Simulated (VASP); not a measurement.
The system is As.

```
As
1.0
     2.95798    0.00000    0.00000
    -1.47899    2.56169    0.00000
     0.00000    0.00000    4.83038
As
2
Cartesian
  0.0000 1.7078 1.2076
  1.4790 0.8539 3.6228
```

```yaml
Program: VASP 6.6.1
Task: relaxation of cell and atoms
Functional: PBEsol
Potentials_or_basis: VASP PAW PBE potentials, release 64 (As)
Cutoff: 600 eV
k_mesh: 12 × 12 × 7
Occupations: fermi-dirac, width 0.1 eV
Spin: no spin polarisation
```

At the start: pressure 0.7 GPa; volume 18.30 Å³/atom.

Question: How do energy, volume and symmetry change on relaxing?

Answer: Over 10 steps the energy falls by 6.9 meV/atom and the volume is 18.43 Å³/atom (+0.7 %); space group P6_3/mmc (No. 194, to 0.05 Å).

Step by step:
```tsv
step	energy change (eV)	largest force (eV/Å)	pressure (GPa)	volume (Å³)
1	0.0000	0.0000	0.73	36.60
2	-0.0012	0.0000	-0.40	37.04
3	-0.0012	0.0000	-0.28	36.99
4	-0.0025	0.0000	-0.34	37.01
5	-0.0081	0.0000	-0.47	37.03
6	-0.0124	0.0000	-0.38	37.04
7	-0.0135	0.0000	-0.50	37.04
8	-0.0136	0.0000	-0.48	37.04
9	-0.0114	0.0000	1.38	36.34
10	-0.0138	0.0000	-0.03	36.87
```

Final structure:
```yaml
crystal:
  lattice:
    - [3.03272, 0.00000, 0.00000]
    - [-1.51636, 2.62641, 0.00000]
    - [0.00000, 0.00000, 4.62839]
  atoms:
    - { symbol: As, position: [0.33333, 0.66667, 0.25000] }
    - { symbol: As, position: [0.66667, 0.33333, 0.75000] }
```

Caveat: the PAW data sets were made with another functional, which shifts forces and pressure a little.
